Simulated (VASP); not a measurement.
SrPb2N2:

```
Sr Pb N
1.0
     3.58243    0.00000    0.00000
    -1.79121    3.10247    0.00000
     0.00000    0.00000    9.48496
Sr Pb N
1 2 2
Direct
  0.00000 0.00000 0.50000
  0.66667 0.33333 0.19387
  0.33333 0.66667 0.80614
  0.66667 0.33333 0.67233
  0.33333 0.66667 0.32767
```

* Program: VASP 6.6.1
* Task: relaxation of cell and atoms
* Functional: PBE
* Potentials or basis: VASP PAW PBE potentials, release 64 (Sr_sv, Pb_d, N)
* Cutoff: 600 eV
* k mesh: 7 × 7 × 3
* Occupations: fermi-dirac, width 0.02 eV
* Spin: no spin polarisation

At the start: pressure 1.7 GPa; volume 21.08 Å³/atom.

Question: Where does the relaxation end?

Answer: Over 4 steps the energy falls by 2.8 meV/atom and the volume is 21.53 Å³/atom (+2.1 %); space group P-3m1 (No. 164, to 0.1 Å) before and after.

Step by step:
```csv
step,energy change (eV),largest force (eV/Å),pressure (GPa),volume (Å³)
1,0.0000,0.2119,1.71,105.42
2,-0.0088,0.1964,-0.91,108.89
3,-0.0134,0.0478,0.01,107.57
4,-0.0141,0.0144,-0.01,107.67
```

Final structure:
```
Sr Pb N
1.0
     3.61409    0.00000    0.00000
    -1.80704    3.12989    0.00000
     0.00000    0.00000    9.51857
Sr Pb N
1 2 2
Direct
  0.00000 0.00000 0.50000
  0.66667 0.33333 0.19339
  0.33333 0.66667 0.80661
  0.66667 0.33333 0.67185
  0.33333 0.66667 0.32815
```
